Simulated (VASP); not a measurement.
# Ta2N (P-31m) in VASP: single point with PBE

Aim: the single point of Ta2N with PBE.

Everything below comes from runs of VASP 6.6.1. Logs are shortened: lines on timing, memory, paths and dates and some standing lists are left out, and cuts for length are marked.

## Step 1: The cell of the first run

Symmetry: P-31m, No. 162, trigonal system. The conventional cell has a = 5.297 Å, b = 5.297 Å, c = 4.939 Å, α = 90.00°, β = 90.00°, γ = 120.00°. Within 2.8 Å of Ta (site symmetry m) lie 3 N at 2.15 to 2.16 Å. N (site symmetry 32) has 6 Ta at 2.16 Å within 2.9 Å. N (site symmetry -3m) has 6 Ta at 2.15 Å within 2.8 Å.

## Step 2: Single point, PBE

Contents of INCAR:

```
PREC     = Accurate       # precision mode
ENCUT    = 520            # plane-wave cutoff, eV
EDIFF    = 1E-6           # SCF threshold, eV
ISMEAR   = 0              # smearing method
SIGMA    = 0.1            # smearing width, eV
LREAL    = False          # projectors in reciprocal space
LASPH    = True           # aspherical terms in the spheres
NELM     = 60             # most SCF steps
ALGO     = Normal         # electronic algorithm
ISIF     = 2              # what is computed and relaxed
LWAVE    = False          # write WAVECAR
LCHARG   = False          # write CHGCAR
GGA      = PE             # functional
NBANDS   = 50             # bands
```

Contents of KPOINTS:

```
regular mesh
0
Gamma
  6 6 4
```

Contents of POSCAR:

```
Ta2N
1.0
    5.2965720514      0.0000000000      0.0000000000
   -2.6482860257      4.5869659495      0.0000000000
    0.0000000000      0.0000000000      4.9391825701
Ta N
6 3
Direct
    0.6663616700      0.6663616700      0.7536182600
    0.0000000000      0.3336383300      0.7536182600
    0.3336383300      0.0000000000      0.7536182600
    0.3336383300      0.3336383300      0.2463817400
    0.0000000000      0.6663616700      0.2463817400
    0.6663616700      0.0000000000      0.2463817400
    0.6666666700      0.3333333300      0.5000000000
    0.3333333300      0.6666666700      0.5000000000
    0.0000000000      0.0000000000      0.0000000000
```

Potentials or basis: VASP PAW PBE potentials, release 64 (Ta_pv, N).

On the command line:

```sh
cat potpaw_PBE.64/Ta_pv/POTCAR potpaw_PBE.64/N/POTCAR > POTCAR
mpirun -np 1 vasp_std > vasp.out
```

OUTCAR:

```text
PREC = Accurate
   ENCUT = 520
   EDIFF = 1E-6
   ISMEAR = 0
   LREAL = False
   LASPH = True
   NELM = 60
   ISIF = 2
   GGA = PE

 ion  position               nearest neighbor table
   1  0.666  0.666  0.754-   9 2.15   8 2.16   7 2.16   4 3.00   5 3.01   6 3.01   2 3.06   2 3.06
                             3 3.06   3 3.06   3 3.06   2 3.06   4 3.06   5 3.07   6 3.07
   2  0.000  0.334  0.754-   9 2.15   7 2.16   8 2.16   5 3.00   4 3.01   6 3.01   1 3.06   1 3.06
                             3 3.06   3 3.06   3 3.06   1 3.06   5 3.06   4 3.07   6 3.07
   3  0.334  0.000  0.754-   9 2.15   8 2.16   7 2.16   6 3.00   4 3.01   5 3.01   2 3.06   1 3.06
                             1 3.06   2 3.06   2 3.06   1 3.06   6 3.06   5 3.07   4 3.07
   4  0.334  0.334  0.246-   9 2.15   7 2.16   8 2.16   1 3.00   2 3.01   3 3.01   5 3.06   5 3.06
                             6 3.06   6 3.06   6 3.06   5 3.06   1 3.06   2 3.07   3 3.07
   5  0.000  0.666  0.246-   9 2.15   8 2.16   7 2.16   2 3.00   1 3.01   3 3.01   4 3.06   4 3.06
                             6 3.06   6 3.06   6 3.06   4 3.06   2 3.06   1 3.07   3 3.07
   6  0.666  0.000  0.246-   9 2.15   7 2.16   8 2.16   3 3.00   1 3.01   2 3.01   4 3.06   5 3.06
                             4 3.06   5 3.06   5 3.06   4 3.06   3 3.06   2 3.07   1 3.07
   7  0.667  0.333  0.500-   2 2.16   6 2.16   5 2.16   3 2.16   4 2.16   1 2.16
   8  0.333  0.667  0.500-   5 2.16   3 2.16   2 2.16   6 2.16   1 2.16   4 2.16
   9  0.000  0.000  0.000-   3 2.15   6 2.15   1 2.15   4 2.15   5 2.15   2 2.15

  LATTYP: Found a hexagonal cell.
 ALAT       =     5.2965720514
 C/A-ratio  =     0.9325243803

  Lattice vectors:

 A1 = (   5.2965720514,   0.0000000000,   0.0000000000)
 A2 = (  -2.6482860257,   4.5869659495,   0.0000000000)
 A3 = (   0.0000000000,   0.0000000000,   4.9391825701)

Analysis of symmetry for initial positions (statically):
=====================================================================
 Subroutine PRICEL returns:
 Original cell was already a primitive cell.

 Routine SETGRP: Setting up the symmetry group for a
 hexagonal supercell.

 Subroutine GETGRP returns: Found 12 space group operations
 (whereof 12 operations were pure point group operations)
 out of a pool of 24 trial point group operations.

The static configuration has the point symmetry D_3d.

Analysis of symmetry for dynamics (positions and initial velocities):
=====================================================================
 Subroutine PRICEL returns:
 Original cell was already a primitive cell.

 Routine SETGRP: Setting up the symmetry group for a
 hexagonal supercell.

 Subroutine GETGRP returns: Found 12 space group operations
[... 126 lines left out ...]
   PSTRESS=    0.0 pullay stress
   NELECT =      81.0000    total number of electrons
   NUPDOWN=      -1.0000    fix difference up-down
   EMIN   =  10.00;   EMAX   =-10.00  energy-range for DOS
   EFERMI =   0.00;   METHOD = LEGACY
   ISMEAR =     0;   SIGMA  =   0.10  broadening in eV -4-tet -1-fermi 0-gaus
   EFERMI_NEDOS =   21; number of points for ismear=-14 and -15
   IALGO  =     38    algorithm
   IMIX   =      4    mixing-type and parameters
     AMIX     =   0.40;   BMIX     =  1.00
     AMIX_MAG =   1.60;   BMIX_MAG =  1.00
  volume/ion in A,a.u.               =      13.33        89.98
  Fermi-wavevector in a.u.,A,eV,Ry     =   1.436078  2.713794 28.059565  2.062320
  Thomas-Fermi vector in A             =   2.555306
   LORBIT       =      0    0 simple, 1 ext, 2 COOP (PROOUT), +10 PAW based schemes
   GGA     = PE    functional components
   LHFCALC =     F    Hartree Fock is set to
   AEXX    =    0.0000 exact exchange contribution
   IVDW    =     0    specifies the selected vdW correction
   LEPSILON=     F    determine dielectric tensor
   LRPA    =     F    only Hartree local field effects (RPA)
 non-spin polarized calculation
 Gauss-broadening in eV      SIGMA  =   0.10
  energy-cutoff  :      520.00
  volume of cell :      120.00
 maximum number of plane-waves:      3258
   NGX = 19   NGY = 19   NGZ = 19

 number of electron      81.0000001 magnetization

 Free energy of the ion-electron system (eV)
  ---------------------------------------------------
  ext. energy  EPLUGINS =         0.00000000
  ---------------------------------------------------
  free energy    TOTEN  =      -104.19016298 eV

  energy without entropy =     -104.17891291  energy(sigma->0) =     -104.18453795

 E-fermi :   7.4469     XC(G=0): -12.9556

 val. band max:        7.4364383383   @ k =   0.1667   0.1667   0.0000
 cond. band min:       7.4665431738   @ k =   0.1667   0.0000   0.5000
 fundamental gap:      0.0301048355
 Fermi energy:         7.4469160050

 k-point     1 :       0.0000    0.0000    0.0000
  band No.  band energies     occupation
      1     -28.2521      2.00000
      2     -27.8759      2.00000
      3     -27.7198      2.00000
      4     -27.7198      2.00000
      5     -27.6940      2.00000
      6     -27.6940      2.00000
[... 1261 lines left out ...]
     49      10.4189      0.00000
     50      10.4206      0.00000

------------------------ aborting loop because EDIFF is reached ----------------------------------------

  FORCE on cell =-STRESS in cart. coord.  units (eV):
  Direction    XX          YY          ZZ          XY          YZ          ZX
  --------------------------------------------------------------------------------------
  -------------------------------------------------------------------------------------
  Total        2.5528890      2.5528890      2.2625930      0.0000000      0.0000000      0.0000000
  in kB       34.0852926     34.0852926     30.2093608      0.0000000      0.0000000      0.0000000
  external PRESSURE =      32.7933153 kB  Pullay stress =       0.0000000 kB

 VOLUME and BASIS-vectors are now :
 -----------------------------------------------------------------------------
  energy-cutoff  :      520.00
  volume of cell :      120.00
      direct lattice vectors                 reciprocal lattice vectors
     5.296572051  0.000000000  0.000000000     0.188801359  0.109004515  0.000000000
    -2.648286026  4.586965949  0.000000000     0.000000000  0.218009031  0.000000000
     0.000000000  0.000000000  4.939182570     0.000000000  0.000000000  0.202462652

 POSITION                                       TOTAL-FORCE (eV/Angst)
 -----------------------------------------------------------------------------------
      1.76472      3.05658      3.72226         0.018122      0.031388     -0.010756
     -0.88357      1.53039      3.72226         0.018122     -0.031388     -0.010756
      1.76714      0.00000      3.72226        -0.036244      0.000000     -0.010756
      0.88357      1.53039      1.21692        -0.018122     -0.031388      0.010756
     -1.76472      3.05658      1.21692        -0.018122      0.031388      0.010756
      3.52943      0.00000      1.21692         0.036244     -0.000000      0.010756
      2.64829      1.52899      2.46959         0.000000      0.000000     -0.000000
     -0.00000      3.05798      2.46959         0.000000     -0.000000     -0.000000
      0.00000      0.00000      0.00000         0.000000      0.000000     -0.000000
 -----------------------------------------------------------------------------------
    total drift:                               -0.000000     -0.000000     -0.000000

  FREE ENERGIE OF THE ION-ELECTRON SYSTEM (eV)
  ---------------------------------------------------
  free  energy   TOTEN  =      -104.1901629796 eV

  energy  without entropy=     -104.1789129143  energy(sigma->0) =     -104.18453795
```

stdout:

```text
POSCAR found type information on POSCAR TaN
 POSCAR found :  2 types and       9 ions
 scaLAPACK will be used
 LDA part: xc-table for (Slater+PW92), standard interpolation
 POSCAR, INCAR and KPOINTS ok, starting setup
 FFT: planning ... GRIDC
 FFT: planning ... GRID_SOFT
 FFT: planning ... GRID
 WAVECAR not read
 entering main loop
```

Run time: 1.9 min. Hardware: 1 thread of Intel Xeon Platinum 8488C (Sapphire Rapids), shared host; peak memory 0.3 GiB.

Results:

| Item | Value |
| --- | --- |
| Free energy | -104.1902 eV |
| Pressure | 3.3 GPa |
| Largest force | 0.038 eV/Å |
| Band gap on the k mesh | zero (an odd number of electrons rules out a gap without spin polarisation) |

Forces on the atoms (eV/Å):
```
Ta   0.018  0.031 -0.011
Ta   0.018 -0.031 -0.011
Ta  -0.036  0.000 -0.011
Ta  -0.018 -0.031  0.011
Ta  -0.018  0.031  0.011
Ta   0.036  0.000  0.011
N    0.000  0.000  0.000
N    0.000  0.000  0.000
N    0.000  0.000  0.000
```

Caveat: the cell stands under pressure; spin-orbit coupling is left out, which moves the levels of the heavy elements.
